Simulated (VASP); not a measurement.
# InSe (P6_3/mmc) in VASP: single point with PBEsol

Aim: the single point of InSe with PBEsol.

Program: VASP 6.6.1. These are calculated values, not measurements. Logs are shortened: lines on timing, memory, paths and dates and some standing lists are left out, and cuts for length are marked.

### 1 The cell of the first run

The structure is hexagonal, space group P6_3/mmc (No. 194). The conventional cell has a = 4.006 Å, b = 4.006 Å, c = 16.992 Å, α = 90.00°, β = 90.00°, γ = 120.00°. Within 3.5 Å of In (site symmetry 3m) lie 3 Se at 2.64 Å and 1 In at 2.78 Å. Within 3.5 Å of Se (site symmetry 3m) lie 3 In at 2.64 Å.

### 2 Single point, PBEsol

Input file INCAR:

```
SYSTEM = InSe
ALGO = Normal ; EDIFF = 1E-7
ENCUT = 520 ; GGA = PS
ISIF = 2 ; ISMEAR = 0
LASPH = .TRUE. ; LCHARG = .FALSE.
LREAL = .FALSE. ; LWAVE = .FALSE.
NBANDS = 48 ; NELM = 80
PREC = Accurate ; SIGMA = 0.02
```

Input file KPOINTS:

```
k-points
0
G
  12 12 2
  0 0 0
```

Input file POSCAR:

```
InSe
1.0
    4.0060595277      0.0000000000      0.0000000000
   -2.0030297639      3.4693493200      0.0000000000
    0.0000000000      0.0000000000     16.9918252824
In Se
4 4
Direct
    0.3333333333      0.6666666667      0.1682995122
    0.6666666667      0.3333333333      0.6682995122
    0.3333333333      0.6666666667      0.3317004878
    0.6666666667      0.3333333333      0.8317004878
    0.3333333333      0.6666666667      0.5930420464
    0.6666666667      0.3333333333      0.0930420464
    0.3333333333      0.6666666667      0.9069579536
    0.6666666667      0.3333333333      0.4069579536
```

Potentials or basis: VASP PAW PBE potentials, release 64 (In_d, Se).

Command:

```
$ cat potpaw_PBE.64/In_d/POTCAR potpaw_PBE.64/Se/POTCAR > POTCAR
$ mpirun -np 1 vasp_std > vasp.out
```

OUTCAR:

```text
SYSTEM = InSe
   EDIFF = 1E-7
   ENCUT = 520
   GGA = PS
   ISIF = 2
   ISMEAR = 0
   LASPH = .TRUE.
   LREAL = .FALSE.
   NELM = 80
   PREC = Accurate

 ion  position               nearest neighbor table
   1  0.333  0.667  0.168-   6 2.64   6 2.64   6 2.64   3 2.78
   2  0.667  0.333  0.668-   5 2.64   5 2.64   5 2.64   4 2.78
   3  0.333  0.667  0.332-   8 2.64   8 2.64   8 2.64   1 2.78
   4  0.667  0.333  0.832-   7 2.64   7 2.64   7 2.64   2 2.78
   5  0.333  0.667  0.593-   2 2.64   2 2.64   2 2.64
   6  0.667  0.333  0.093-   1 2.64   1 2.64   1 2.64
   7  0.333  0.667  0.907-   4 2.64   4 2.64   4 2.64
   8  0.667  0.333  0.407-   3 2.64   3 2.64   3 2.64

  LATTYP: Found a hexagonal cell.
 ALAT       =     4.0060595277
 C/A-ratio  =     4.2415309021

  Lattice vectors:

 A1 = (   4.0060595277,   0.0000000000,   0.0000000000)
 A2 = (  -2.0030297639,   3.4693493200,   0.0000000000)
 A3 = (   0.0000000000,   0.0000000000,  16.9918252824)

Analysis of symmetry for initial positions (statically):
=====================================================================
 Subroutine PRICEL returns:
 Original cell was already a primitive cell.

 Routine SETGRP: Setting up the symmetry group for a
 hexagonal supercell.

 Subroutine GETGRP returns: Found 24 space group operations
 (whereof 12 operations were pure point group operations)
 out of a pool of 24 trial point group operations.

The static configuration has the point symmetry D_3d.
 The point group associated with its full space group is D_6h.

Analysis of symmetry for dynamics (positions and initial velocities):
=====================================================================
 Subroutine PRICEL returns:
 Original cell was already a primitive cell.

 Routine SETGRP: Setting up the symmetry group for a
 hexagonal supercell.

 Subroutine GETGRP returns: Found 24 space group operations
 (whereof 12 operations were pure point group operations)
 out of a pool of 24 trial point group operations.

The dynamic configuration has the point symmetry D_3d.
 The point group associated with its full space group is D_6h.

 Subroutine INISYM returns: Found 24 space group operations
 (whereof 12 operations are pure point group operations),
 and found     1 'primitive' translations

----------------------------------------------------------------------------------------

[... 110 lines left out ...]
   ISIF   =      2    stress and relaxation
   ISYM   =      2    0-nonsym 1-usesym 2-fastsym
   POTIM  = 0.5000    time-step for ionic-motion
   TEBEG  =    0.0;   TEEND  =   0.0 temperature during run
   PSTRESS=    0.0 pullay stress
   NELECT =      76.0000    total number of electrons
   NUPDOWN=      -1.0000    fix difference up-down
   EMIN   =  10.00;   EMAX   =-10.00  energy-range for DOS
   EFERMI =   0.00;   METHOD = LEGACY
   ISMEAR =     0;   SIGMA  =   0.02  broadening in eV -4-tet -1-fermi 0-gaus
   EFERMI_NEDOS =   21; number of points for ismear=-14 and -15
   IALGO  =     38    algorithm
   IMIX   =      4    mixing-type and parameters
     AMIX     =   0.40;   BMIX     =  1.00
     AMIX_MAG =   1.60;   BMIX_MAG =  1.00
  volume/ion in A,a.u.               =      29.52       199.21
  Fermi-wavevector in a.u.,A,eV,Ry     =   1.121874  2.120035 17.124320  1.258602
  Thomas-Fermi vector in A             =   2.258531
   LORBIT       =      0    0 simple, 1 ext, 2 COOP (PROOUT), +10 PAW based schemes
   GGA     = PS    functional components
   LHFCALC =     F    Hartree Fock is set to
   AEXX    =    0.0000 exact exchange contribution
   IVDW    =     0    specifies the selected vdW correction
   LEPSILON=     F    determine dielectric tensor
   LRPA    =     F    only Hartree local field effects (RPA)
 non-spin polarized calculation
 Gauss-broadening in eV      SIGMA  =   0.02
  energy-cutoff  :      520.00
  volume of cell :      236.16
 maximum number of plane-waves:      6404
 NGX is ok and might be reduce to    30
   NGX = 15   NGY = 15   NGZ = 63

 number of electron      75.9999992 magnetization

 Free energy of the ion-electron system (eV)
  ---------------------------------------------------
  ext. energy  EPLUGINS =         0.00000000
  ---------------------------------------------------
  free energy    TOTEN  =       -31.19595901 eV

  energy without entropy =      -31.19595901  energy(sigma->0) =      -31.19595901

 E-fermi :   3.9537     XC(G=0):  -9.0412

 val. band max:        3.8122552517   @ k =   0.0000   0.0000   0.0000
 cond. band min:       4.2305277555   @ k =   0.0000   0.0000   0.0000
 fundamental gap:      0.4182725038
 Fermi energy:         3.9537005527

 k-point     1 :       0.0000    0.0000    0.0000
  band No.  band energies     occupation
      1     -10.8781      2.00000
      2     -10.8777      2.00000
      3     -10.6800      2.00000
      4     -10.6800      2.00000
      5     -10.6797      2.00000
      6     -10.6797      2.00000
[... 1213 lines left out ...]
     47       8.4329      0.00000
     48       8.4329      0.00000

 [... further k-points ...]

------------------------ aborting loop because EDIFF is reached ----------------------------------------

  FORCE on cell =-STRESS in cart. coord.  units (eV):
  Direction    XX          YY          ZZ          XY          YZ          ZX
  --------------------------------------------------------------------------------------
  -------------------------------------------------------------------------------------
  Total        0.0937627      0.0937627      0.0832918     -0.0000000      0.0000000      0.0000000
  in kB        0.6361141      0.6361141      0.5650770     -0.0000000      0.0000000      0.0000000
  external PRESSURE =       0.6124350 kB  Pullay stress =       0.0000000 kB

 VOLUME and BASIS-vectors are now :
 -----------------------------------------------------------------------------
  energy-cutoff  :      520.00
  volume of cell :      236.16
      direct lattice vectors                 reciprocal lattice vectors
     4.006059528  0.000000000  0.000000000     0.249621852  0.144119244  0.000000000
    -2.003029764  3.469349320  0.000000000     0.000000000  0.288238487  0.000000000
     0.000000000  0.000000000 16.991825282     0.000000000  0.000000000  0.058851829

 POSITION                                       TOTAL-FORCE (eV/Angst)
 -----------------------------------------------------------------------------------
     -0.00000      2.31290      2.85972        -0.000000     -0.000000      0.018641
      2.00303      1.15645     11.35563        -0.000000      0.000000      0.018641
     -0.00000      2.31290      5.63620        -0.000000     -0.000000     -0.018641
      2.00303      1.15645     14.13211        -0.000000      0.000000     -0.018641
     -0.00000      2.31290     10.07687         0.000000     -0.000000     -0.018868
      2.00303      1.15645      1.58095         0.000000     -0.000000     -0.018868
     -0.00000      2.31290     15.41087        -0.000000      0.000000      0.018868
      2.00303      1.15645      6.91496         0.000000     -0.000000      0.018868
 -----------------------------------------------------------------------------------
    total drift:                               -0.000000      0.000000      0.000000

  FREE ENERGIE OF THE ION-ELECTRON SYSTEM (eV)
  ---------------------------------------------------
  free  energy   TOTEN  =       -31.1959590111 eV

  energy  without entropy=      -31.1959590111  energy(sigma->0) =      -31.19595901
```

Run time: 4.7 min. Hardware: 1 thread of Intel Xeon 6975P-C (Granite Rapids), shared host; peak memory 0.53 GiB.

What came out:

```yaml
Free_energy: -31.1960 eV
Pressure: 0.1 GPa
Largest_force: 0.019 eV/Å
Band_gap_on_the_k_mesh: 0.42 eV, direct
```

Forces on the atoms (eV/Å):
```
In   0.000  0.000  0.019
In   0.000  0.000  0.019
In   0.000  0.000 -0.019
In   0.000  0.000 -0.019
Se   0.000  0.000 -0.019
Se   0.000  0.000 -0.019
Se   0.000  0.000  0.019
Se   0.000  0.000  0.019
```

Levels at points of the mesh, in eV from the valence-band top:
```csv
k point,band 36,band 37,band 38,band 39,band 40,band 41
"(0.00, 0.00, 0.00)",-1.05,-1.05,0.00,0.42,1.66,2.10
"(0.50, 0.00, 0.00)",-2.01,-1.98,-1.38,1.21,1.22,1.87
"(0.00, 0.00, 0.50)",-1.08,-0.87,-0.87,1.21,1.21,2.11
"(0.50, 0.00, 0.50)",-2.05,-1.69,-1.69,1.47,1.47,1.62
```

Caveat: the PAW data sets were made with another functional, which shifts forces and pressure a little; spin-orbit coupling is left out, which moves the levels of the heavy elements; this functional lacks dispersion, which binds the layers, so the pressure and a relaxed spacing across them are unreliable.
